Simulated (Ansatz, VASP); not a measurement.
# Two plane-wave programs on Ag

INCAR

```
SYSTEM = Ag
ALGO = Fast ; EDIFF = 1E-6
ENCUT = 520 ; GGA = PS
ISIF = 2 ; ISMEAR = 0
LASPH = .True. ; LCHARG = .False.
LREAL = .False. ; LWAVE = .False.
NBANDS = 12 ; NELM = 80
PREC = Accurate ; SIGMA = 0.15
```

KPOINTS

```
k-points
0
Gamma
  22 22 22
  0 0 0
```

POSCAR

```
Ag
1.0
   -2.0352828653      1.6764791990      1.6764791990
    1.6764791990     -2.0352828653      1.6764791990
    1.6764791990      1.6764791990     -2.0352828653
Ag
1
Direct
    0.0000000000      0.0000000000      0.0000000000
```

Input for Ansatz:

```yaml
crystal:
  lattice:
    - [-2.0352828653, 1.676479199, 1.676479199]
    - [1.676479199, -2.0352828653, 1.676479199]
    - [1.676479199, 1.676479199, -2.0352828653]
  atoms:
    - { symbol: Ag, position: [0.0, 0.0, 0.0] }
basis:
  ecutwfc: 420
kpoints:
  mp_grid: { grid: [22, 22, 22] }
hamiltonian:
  xc: pbesol
scf:
  occupations: { method: gaussian, width: 0.15 }
output:
  forces: true
  stress: true
  eigenvalues: true
  write_density: true
  write_potential: true
  elf: true
  volumetric_format: npy
```

Alike in both runs: task single point; functional PBEsol; k mesh 22 × 22 × 22; occupations gaussian, width 0.15 eV; no spin polarisation.

```csv
,VASP,Ansatz
version,VASP 6.6.1,Ansatz 0.2.0
potentials or method,"VASP PAW PBE potentials, release 64 (Ag), cutoff 520 eV","scalar-relativistic, plane waves, PAW"
valence electrons in the cell,11,19
```

|  | VASP | Ansatz | Ansatz less VASP |
| --- | --- | --- | --- |
| gap on the k mesh at the Fermi level (eV) | none | none | - |
| pressure (GPa) | 18.4 | 19.0 | +0.54 |
| traceless stress, the component that is largest in VASP (GPa) | 33.05 | 33.59 | +0.540 |

VASP's potentials were made for PBE, not for PBEsol. A gap of «none» marks a metal or a gap that the smearing closes. VASP's potentials hold 11 valence electrons a cell and Ansatz's 19, so a difference there can come from the potentials and not from the codes.
